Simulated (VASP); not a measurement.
# SnTe (I4/mmm) in VASP: further runs, part 2 of 3

VASP 6.6.1.

### 3 Electric field gradients, PBEsol (zz strain of -1 %)

The input, INCAR:

```
PREC = Accurate
ENCUT = 520
EDIFF = 1E-8
ISMEAR = -1
SIGMA = 0.08
LREAL = F
LASPH = T
NELM = 100
ALGO = Normal
ISIF = 2
LWAVE = F
LCHARG = F
GGA = PS
LEFG = T
NBANDS = 17
```

The input, KPOINTS:

```
Automatic mesh
0
Gamma
  11 11 11
```

The input, POSCAR:

```
SnTe
1.0
    0.0000000000      3.1565000000      3.1249350000
    3.1565000000      0.0000000000      3.1249350000
    3.1565000000      3.1565000000      0.0000000000
Sn Te
1 1
Direct
    0.0000000000      0.0000000000      0.0000000000
    0.5000000000      0.5000000000      0.5000000000
```

Potentials or basis: VASP PAW PBE potentials, release 64 (Sn_d, Te).

Launch:

```sh
> cat potpaw_PBE.64/Sn_d/POTCAR potpaw_PBE.64/Te/POTCAR > POTCAR
> mpirun -np 1 vasp_std > vasp.out
```

OUTCAR:

```text
PREC = Accurate
   ENCUT = 520
   EDIFF = 1E-8
   ISMEAR = -1
   LREAL = F
   LASPH = T
   NELM = 100
   ISIF = 2
   GGA = PS

 ion  position               nearest neighbor table
   1  0.000  0.000  0.000-   2 3.12   2 3.12   2 3.16   2 3.16   2 3.16   2 3.16
   2  0.500  0.500  0.500-   1 3.12   1 3.12   1 3.16   1 3.16   1 3.16   1 3.16

  LATTYP: Found a body centered tetragonal cell.
 ALAT       =     4.4639651096
 C/A-ratio  =     1.4000714267

  Lattice vectors:

 A1 = (   0.0000000000,  -3.1565000000,  -3.1249350000)
 A2 = (   0.0000000000,   3.1565000000,  -3.1249350000)
 A3 = (   3.1565000000,   0.0000000000,   3.1249350000)

Analysis of symmetry for initial positions (statically):
=====================================================================
 Subroutine PRICEL returns:
 Original cell was already a primitive cell.

 Routine SETGRP: Setting up the symmetry group for a
 body centered tetragonal supercell.

 Subroutine GETGRP returns: Found 16 space group operations
 (whereof 16 operations were pure point group operations)
 out of a pool of 16 trial point group operations.

The static configuration has the point symmetry D_4h.

Analysis of symmetry for dynamics (positions and initial velocities):
=====================================================================
 Subroutine PRICEL returns:
 Original cell was already a primitive cell.

 Routine SETGRP: Setting up the symmetry group for a
 body centered tetragonal supercell.

 Subroutine GETGRP returns: Found 16 space group operations
 (whereof 16 operations were pure point group operations)
 out of a pool of 16 trial point group operations.

The dynamic configuration has the point symmetry D_4h.

 Subroutine INISYM returns: Found 16 space group operations
 (whereof 16 operations are pure point group operations),
 and found     1 'primitive' translations

----------------------------------------------------------------------------------------

                                     Primitive cell

  volume of cell :      62.2705

  direct lattice vectors                    reciprocal lattice vectors
     0.000000000  3.156500000  3.124935000    -0.158403295  0.158403295  0.160003328
     3.156500000  0.000000000  3.124935000     0.158403295 -0.158403295  0.160003328
     3.156500000  3.156500000  0.000000000     0.158403295  0.158403295 -0.160003328

  length of vectors
     4.441701364  4.441701364  4.463965110     0.275289434  0.275289434  0.275289434

  position of ions in fractional coordinates (direct lattice)
     0.000000000  0.000000000  0.000000000
     0.500000000  0.500000000  0.500000000

  ion indices of the primitive-cell ions
   primitive index   ion index
                 1           1
                 2           2

----------------------------------------------------------------------------------------

 KPOINTS: Automatic mesh

Automatic generation of k-mesh.
[... 72 lines left out ...]
   ISIF   =      2    stress and relaxation
   ISYM   =      2    0-nonsym 1-usesym 2-fastsym
   POTIM  = 0.5000    time-step for ionic-motion
   TEBEG  =    0.0;   TEEND  =   0.0 temperature during run
   PSTRESS=    0.0 pullay stress
   NELECT =      20.0000    total number of electrons
   NUPDOWN=      -1.0000    fix difference up-down
   EMIN   =  10.00;   EMAX   =-10.00  energy-range for DOS
   EFERMI =   0.00;   METHOD = LEGACY
   ISMEAR =    -1;   SIGMA  =   0.08  broadening in eV -4-tet -1-fermi 0-gaus
   EFERMI_NEDOS =   21; number of points for ismear=-14 and -15
   IALGO  =     38    algorithm
   IMIX   =      4    mixing-type and parameters
     AMIX     =   0.40;   BMIX     =  1.00
     AMIX_MAG =   1.60;   BMIX_MAG =  1.00
  volume/ion in A,a.u.               =      31.14       210.11
  Fermi-wavevector in a.u.,A,eV,Ry     =   1.121133  2.118635 17.101709  1.256940
  Thomas-Fermi vector in A             =   2.257785
   LORBIT       =      0    0 simple, 1 ext, 2 COOP (PROOUT), +10 PAW based schemes
   GGA     = PS    functional components
   LHFCALC =     F    Hartree Fock is set to
   AEXX    =    0.0000 exact exchange contribution
   IVDW    =     0    specifies the selected vdW correction
   LEPSILON=     F    determine dielectric tensor
   LRPA    =     F    only Hartree local field effects (RPA)
 non-spin polarized calculation
  energy-cutoff  :      520.00
  volume of cell :       62.27
 maximum number of plane-waves:      1697
 NGX is ok and might be reduce to    36
   NGX = 17   NGY = 17   NGZ = 17

 number of electron      19.9999998 magnetization

 Free energy of the ion-electron system (eV)
  ---------------------------------------------------
  ext. energy  EPLUGINS =         0.00000000
  ---------------------------------------------------
  free energy    TOTEN  =        -8.33818418 eV

  energy without entropy =       -8.33628399  energy(sigma->0) =       -8.33723409

 E-fermi :   6.8549     XC(G=0):  -9.6732

 val. band max:        6.6813355627   @ k =   0.4545   0.0000   0.0000
 cond. band min:       7.1113306711   @ k =   0.4545   0.0000   0.0000
 fundamental gap:      0.4299951084
 Fermi energy:         6.8548946901

 k-point     1 :       0.0000    0.0000    0.0000
  band No.  band energies     occupation
      1     -14.9213      2.00000
      2     -14.9180      2.00000
      3     -14.9143      2.00000
      4     -14.9116      2.00000
      5     -14.9116      2.00000
      6      -5.9921      2.00000
[... 457 lines left out ...]
      4     -14.9093      2.00000
      5     -14.9080      2.00000
      6      -5.2999      2.00000
[... 9 lines left out ...]
     16      14.7438      0.00000
     17      14.9915      0.00000

 [... further k-points ...]

------------------------ aborting loop because EDIFF is reached ----------------------------------------

  FORCE on cell =-STRESS in cart. coord.  units (eV):
  Direction    XX          YY          ZZ          XY          YZ          ZX
  --------------------------------------------------------------------------------------
  -------------------------------------------------------------------------------------
  Total       -0.1979867     -0.1979867      0.3330992      0.0000000      0.0000000     -0.0000000
  in kB       -5.0940603     -5.0940603      8.5704089      0.0000000      0.0000000     -0.0000000
  external PRESSURE =      -0.5392372 kB  Pullay stress =       0.0000000 kB

 VOLUME and BASIS-vectors are now :
 -----------------------------------------------------------------------------
  energy-cutoff  :      520.00
  volume of cell :       62.27
      direct lattice vectors                 reciprocal lattice vectors
     0.000000000  3.156500000  3.124935000    -0.158403295  0.158403295  0.160003328
     3.156500000  0.000000000  3.124935000     0.158403295 -0.158403295  0.160003328
     3.156500000  3.156500000  0.000000000     0.158403295  0.158403295 -0.160003328

 POSITION                                       TOTAL-FORCE (eV/Angst)
 -----------------------------------------------------------------------------------
      0.00000      0.00000      0.00000         0.000000      0.000000      0.000000
      3.15650      3.15650      3.12493         0.000000      0.000000      0.000000
 -----------------------------------------------------------------------------------
    total drift:                               -0.000000      0.000000      0.000000

  FREE ENERGIE OF THE ION-ELECTRON SYSTEM (eV)
  ---------------------------------------------------
  free  energy   TOTEN  =        -8.3381841832 eV

  energy  without entropy=       -8.3362839912  energy(sigma->0) =       -8.33723409

 Electric field gradients (V/A^2)
---------------------------------------------------------------------
 ion       V_xx      V_yy      V_zz      V_xy      V_xz      V_yz
---------------------------------------------------------------------
   1       7.534     7.534   -15.067    -0.002    -0.002    -0.002
   2       2.055     2.055    -4.110     0.000     0.000     0.000
---------------------------------------------------------------------

 Electric field gradients after diagonalization (V/A^2)
 (convention: |V_zz| > |V_xx| > |V_yy|)
----------------------------------------------------------------------
 ion       V_xx      V_yy      V_zz     asymmetry (V_yy - V_xx)/ V_zz
----------------------------------------------------------------------
   1       7.535     7.532   -15.067       0.000
   2       2.055     2.055    -4.110       0.000
----------------------------------------------------------------------

           NMR quadrupolar parameters

 Cq : quadrupolar parameter    Cq=e*Q*V_zz/h
 eta: asymmetry parameters     (V_yy - V_xx)/ V_zz
 Q  : nuclear electric quadrupole moment in mb (millibarn)
----------------------------------------------------------------------
 ion       Cq(MHz)       eta       Q (mb)
----------------------------------------------------------------------
   1      -0.036       0.000       1.000
   2      -0.010       0.000       1.000
----------------------------------------------------------------------
```

Run time: 2.8 min. Hardware: 1 thread of Intel Xeon 8259CL, shared host; peak memory 0.3 GiB.

What came out:

- Free energy: -8.3382 eV
- Pressure: -0.1 GPa
- Band gap on the k mesh: 0.43 eV
- Largest electric field gradient by atom: Sn -15.1; Te -4.1 V/Å²

Stress tensor (GPa, compression positive):
```
-0.51  0.00  0.00
 0.00 -0.51  0.00
 0.00  0.00  0.86
```

Electric field gradients, principal values (V/Å²):
| atom | least | middle | greatest (by size) |
| --- | --- | --- | --- |
| 1 Sn | 7.532 | 7.535 | -15.067 |
| 2 Te | 2.055 | 2.055 | -4.110 |

Caveat: the cell differs from its parent crystal (zz strain of -1 %); semilocal functionals underestimate gaps, and a narrow one can read as zero; without QUAD_EFG the Cq values of the log hold for a quadrupole moment of 1 mb, not for the nuclei; the PAW data sets were made with another functional, which shifts forces and pressure a little; spin-orbit coupling is left out, which moves the levels of the heavy elements. A k mesh can miss the band edges.

### 4 Electric field gradients, PBEsol (zz strain of +1 %)

The input, INCAR:

```
ALGO     = Normal         # electronic algorithm
EDIFF    = 1E-8           # SCF threshold, eV
ENCUT    = 520            # plane-wave cutoff, eV
GGA      = PS             # functional
ISIF     = 2              # what is computed and relaxed
ISMEAR   = -1             # smearing method
LASPH    = True           # aspherical terms in the spheres
LCHARG   = False          # write CHGCAR
LEFG     = True         
LREAL    = False          # projectors in reciprocal space
LWAVE    = False          # write WAVECAR
NBANDS   = 17             # bands
NELM     = 100            # most SCF steps
PREC     = Accurate       # precision mode
SIGMA    = 0.08           # smearing width, eV
```

The input, KPOINTS:

```
k-points
0
Gamma
  11 11 11
```

The input, POSCAR:

```
SnTe
1.0
    0.0000000000      3.1565000000      3.1880650000
    3.1565000000      0.0000000000      3.1880650000
    3.1565000000      3.1565000000      0.0000000000
Sn Te
1 1
Direct
    0.0000000000      0.0000000000      0.0000000000
    0.5000000000      0.5000000000      0.5000000000
```

Potentials or basis: VASP PAW PBE potentials, release 64 (Sn_d, Te).

Launch:

```sh
> cat potpaw_PBE.64/Sn_d/POTCAR potpaw_PBE.64/Te/POTCAR > POTCAR
> mpirun -np 1 vasp_std > vasp.out
```

OUTCAR:

```text
EDIFF = 1E-8
   ENCUT = 520
   GGA = PS
   ISIF = 2
   ISMEAR = -1
   LASPH = True
   LREAL = False
   NELM = 100
   PREC = Accurate

 ion  position               nearest neighbor table
   1  0.000  0.000  0.000-   2 3.16   2 3.16   2 3.16   2 3.16   2 3.19   2 3.19
   2  0.500  0.500  0.500-   1 3.16   1 3.16   1 3.16   1 3.16   1 3.19   1 3.19

  LATTYP: Found a body centered tetragonal cell.
 ALAT       =     4.4639651096
 C/A-ratio  =     1.4283556980

  Lattice vectors:

 A1 = (  -3.1565000000,   0.0000000000,   3.1880650000)
 A2 = (   3.1565000000,   0.0000000000,   3.1880650000)
 A3 = (   0.0000000000,   3.1565000000,  -3.1880650000)

Analysis of symmetry for initial positions (statically):
=====================================================================
 Subroutine PRICEL returns:
 Original cell was already a primitive cell.

 Routine SETGRP: Setting up the symmetry group for a
 body centered tetragonal supercell.

 Subroutine GETGRP returns: Found 16 space group operations
 (whereof 16 operations were pure point group operations)
 out of a pool of 16 trial point group operations.

The static configuration has the point symmetry D_4h.

Analysis of symmetry for dynamics (positions and initial velocities):
=====================================================================
 Subroutine PRICEL returns:
 Original cell was already a primitive cell.

 Routine SETGRP: Setting up the symmetry group for a
 body centered tetragonal supercell.

 Subroutine GETGRP returns: Found 16 space group operations
 (whereof 16 operations were pure point group operations)
 out of a pool of 16 trial point group operations.

The dynamic configuration has the point symmetry D_4h.

 Subroutine INISYM returns: Found 16 space group operations
 (whereof 16 operations are pure point group operations),
 and found     1 'primitive' translations

----------------------------------------------------------------------------------------

                                     Primitive cell

  volume of cell :      63.5285

  direct lattice vectors                    reciprocal lattice vectors
     0.000000000  3.156500000  3.188065000    -0.158403295  0.158403295  0.156834945
     3.156500000  0.000000000  3.188065000     0.158403295 -0.158403295  0.156834945
     3.156500000  3.156500000  0.000000000     0.158403295  0.158403295 -0.156834945

  length of vectors
     4.486340457  4.486340457  4.463965110     0.273460066  0.273460066  0.273460066

  position of ions in fractional coordinates (direct lattice)
     0.000000000  0.000000000  0.000000000
     0.500000000  0.500000000  0.500000000

  ion indices of the primitive-cell ions
   primitive index   ion index
                 1           1
                 2           2

----------------------------------------------------------------------------------------

 KPOINTS: k-points

Automatic generation of k-mesh.
 Grid dimensions read from file:
[... 71 lines left out ...]
   ISIF   =      2    stress and relaxation
   ISYM   =      2    0-nonsym 1-usesym 2-fastsym
   POTIM  = 0.5000    time-step for ionic-motion
   TEBEG  =    0.0;   TEEND  =   0.0 temperature during run
   PSTRESS=    0.0 pullay stress
   NELECT =      20.0000    total number of electrons
   NUPDOWN=      -1.0000    fix difference up-down
   EMIN   =  10.00;   EMAX   =-10.00  energy-range for DOS
   EFERMI =   0.00;   METHOD = LEGACY
   ISMEAR =    -1;   SIGMA  =   0.08  broadening in eV -4-tet -1-fermi 0-gaus
   EFERMI_NEDOS =   21; number of points for ismear=-14 and -15
   IALGO  =     38    algorithm
   IMIX   =      4    mixing-type and parameters
     AMIX     =   0.40;   BMIX     =  1.00
     AMIX_MAG =   1.60;   BMIX_MAG =  1.00
  volume/ion in A,a.u.               =      31.76       214.36
  Fermi-wavevector in a.u.,A,eV,Ry     =   1.113684  2.104557 16.875193  1.240292
  Thomas-Fermi vector in A             =   2.250271
   LORBIT       =      0    0 simple, 1 ext, 2 COOP (PROOUT), +10 PAW based schemes
   GGA     = PS    functional components
   LHFCALC =     F    Hartree Fock is set to
   AEXX    =    0.0000 exact exchange contribution
   IVDW    =     0    specifies the selected vdW correction
   LEPSILON=     F    determine dielectric tensor
   LRPA    =     F    only Hartree local field effects (RPA)
 non-spin polarized calculation
  energy-cutoff  :      520.00
  volume of cell :       63.53
 maximum number of plane-waves:      1740
 NGX is ok and might be reduce to    36
   NGX = 17   NGY = 17   NGZ = 17

 number of electron      20.0000000 magnetization

 Free energy of the ion-electron system (eV)
  ---------------------------------------------------
  ext. energy  EPLUGINS =         0.00000000
  ---------------------------------------------------
  free energy    TOTEN  =        -8.33449935 eV

  energy without entropy =       -8.33281257  energy(sigma->0) =       -8.33365596

 E-fermi :   6.5977     XC(G=0):  -9.5847

 val. band max:        6.4231039876   @ k =   0.4545   0.0000   0.0000
 cond. band min:       6.8384780195   @ k =   0.4545   0.0000   0.0000
 fundamental gap:      0.4153740319
 Fermi energy:         6.5976793606

 k-point     1 :       0.0000    0.0000    0.0000
  band No.  band energies     occupation
      1     -15.1628      2.00000
      2     -15.1591      2.00000
      3     -15.1559      2.00000
      4     -15.1559      2.00000
      5     -15.1530      2.00000
      6      -6.0933      2.00000
[... 457 lines left out ...]
      4     -15.1529      2.00000
      5     -15.1482      2.00000
      6      -5.4124      2.00000
[... 9 lines left out ...]
     16      14.3063      0.00000
     17      14.5152      0.00000

 [... further k-points ...]

------------------------ aborting loop because EDIFF is reached ----------------------------------------

  FORCE on cell =-STRESS in cart. coord.  units (eV):
  Direction    XX          YY          ZZ          XY          YZ          ZX
  --------------------------------------------------------------------------------------
  -------------------------------------------------------------------------------------
  Total       -0.2192387     -0.2192387     -0.6950163      0.0000000     -0.0000000      0.0000000
  in kB       -5.5291597     -5.5291597    -17.5281796      0.0000000     -0.0000000      0.0000000
  external PRESSURE =      -9.5288330 kB  Pullay stress =       0.0000000 kB

 VOLUME and BASIS-vectors are now :
 -----------------------------------------------------------------------------
  energy-cutoff  :      520.00
  volume of cell :       63.53
      direct lattice vectors                 reciprocal lattice vectors
     0.000000000  3.156500000  3.188065000    -0.158403295  0.158403295  0.156834945
     3.156500000  0.000000000  3.188065000     0.158403295 -0.158403295  0.156834945
     3.156500000  3.156500000  0.000000000     0.158403295  0.158403295 -0.156834945

 POSITION                                       TOTAL-FORCE (eV/Angst)
 -----------------------------------------------------------------------------------
      0.00000      0.00000      0.00000         0.000000      0.000000      0.000000
      3.15650      3.15650      3.18806        -0.000000     -0.000000     -0.000000
 -----------------------------------------------------------------------------------
    total drift:                               -0.000000      0.000000      0.000000

  FREE ENERGIE OF THE ION-ELECTRON SYSTEM (eV)
  ---------------------------------------------------
  free  energy   TOTEN  =        -8.3344993475 eV

  energy  without entropy=       -8.3328125653  energy(sigma->0) =       -8.33365596

 Electric field gradients (V/A^2)
---------------------------------------------------------------------
 ion       V_xx      V_yy      V_zz      V_xy      V_xz      V_yz
---------------------------------------------------------------------
   1      -7.310    -7.310    14.620    -0.002    -0.002    -0.002
   2      -1.757    -1.757     3.514     0.000     0.000     0.000
---------------------------------------------------------------------

 Electric field gradients after diagonalization (V/A^2)
 (convention: |V_zz| > |V_xx| > |V_yy|)
----------------------------------------------------------------------
 ion       V_xx      V_yy      V_zz     asymmetry (V_yy - V_xx)/ V_zz
----------------------------------------------------------------------
   1      -7.312    -7.308    14.620       0.000
   2      -1.757    -1.757     3.514       0.000
----------------------------------------------------------------------

           NMR quadrupolar parameters

 Cq : quadrupolar parameter    Cq=e*Q*V_zz/h
 eta: asymmetry parameters     (V_yy - V_xx)/ V_zz
 Q  : nuclear electric quadrupole moment in mb (millibarn)
----------------------------------------------------------------------
 ion       Cq(MHz)       eta       Q (mb)
----------------------------------------------------------------------
   1       0.035       0.000       1.000
   2       0.008       0.000       1.000
----------------------------------------------------------------------
```

It took 2.9 min on 1 thread of Intel Xeon 8259CL, shared host; peak memory 0.3 GiB.

What came out:

```
Free energy                             : -8.3345 eV
Pressure                                : -1.0 GPa
Band gap on the k mesh                  : 0.42 eV
Largest electric field gradient by atom : Sn +14.6; Te +3.5 V/Å²
```

Levels at points of the mesh, in eV from the valence-band top:
```
           k point  band 8  band 9  band 10  band 11  band 12  band 13
(0.00, 0.00, 0.00)   -1.94   -1.94    -1.83     3.33     3.57     3.57
```

Electric field gradients, principal values (V/Å²):
| atom | least | middle | greatest (by size) |
| --- | --- | --- | --- |
| 1 Sn | -7.308 | -7.312 | 14.620 |
| 2 Te | -1.757 | -1.757 | 3.514 |

Caveat: the cell differs from its parent crystal (zz strain of +1 %); semilocal functionals underestimate gaps, and a narrow one can read as zero; without QUAD_EFG the Cq values of the log hold for a quadrupole moment of 1 mb, not for the nuclei; the PAW data sets were made with another functional, which shifts forces and pressure a little; spin-orbit coupling is left out, which moves the levels of the heavy elements.

[end of part 2 of 3]
